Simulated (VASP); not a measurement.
Write the native input for VASP 6.6.1 that does the following.

```yaml
Task: relaxation of cell and atoms
Functional: PBE
Potentials_or_basis: VASP PAW PBE potentials, release 64 (Cu, Ru_pv)
Cutoff: 600 eV
k_mesh: 6 × 6 × 6
Occupations: gaussian, width 0.1 eV
Spin: no spin polarisation
Dipole_correction: no
Further_INCAR_settings: ALGO = Fast; EDIFF = 1e-06; IBRION = 2; EDIFFG = -0.04; NSW = 90; ISIF = 3
```

The structure of CuRu2 lies in POSCAR:

```
CuRu2
1.0
    4.1428348058      0.0000000000      0.0000000000
   -2.0714174029      3.5878001856      0.0000000000
    0.0000000000      0.0000000000      2.6335609381
Cu Ru
1 2
Direct
    0.0000000000      0.0000000000      0.0000000000
    0.3333333333      0.6666666667      0.5000000000
    0.6666666667      0.3333333333      0.5000000000
```

These files were run (other wordings do the same):

INCAR

```
ALGO = Fast
EDIFF = 1E-6
EDIFFG = -0.04
ENCUT = 600
GGA = PE
IBRION = 2
ISIF = 3
ISMEAR = 0
LASPH = True
LCHARG = False
LREAL = False
LWAVE = False
NELM = 100
NSW = 90
PREC = Accurate
SIGMA = 0.1
```

KPOINTS

```
k-points
0
Gamma
  6 6 6
```

Potentials or basis: VASP PAW PBE potentials, release 64 (Cu, Ru_pv).

Launch:

```bash
$ cat potpaw_PBE.64/Cu/POTCAR potpaw_PBE.64/Ru_pv/POTCAR > POTCAR
$ mpirun -np 1 vasp_std > vasp.out
```

Results of the run:

```json
{
 "Relaxed volume": "13.77 Å³/atom",
 "Relaxed cell": "a = 4.291 Å, b = 4.291 Å, c = 2.591 Å, α = 90.00°, β = 90.00°, γ = 120.00°",
 "Space group after relaxing (to 0.1 Å)": "P6/mmm (No. 191)",
 "Energy gained by relaxing": "61.7 meV/atom",
 "Ionic steps": "7",
 "Pressure after relaxing": "0.0 GPa",
 "Band gap on the k mesh": "zero (an odd number of electrons rules out a gap without spin polarisation)"
}
```

Caveat: the k points lie up to 0.40 Å⁻¹ apart in the final cell, too coarse for converged energies and pressures of a metal.

Wall time 3.3 min on 1 thread of AMD EPYC 9R45 (Zen 5) (shared host), peak memory 0.17 GiB.
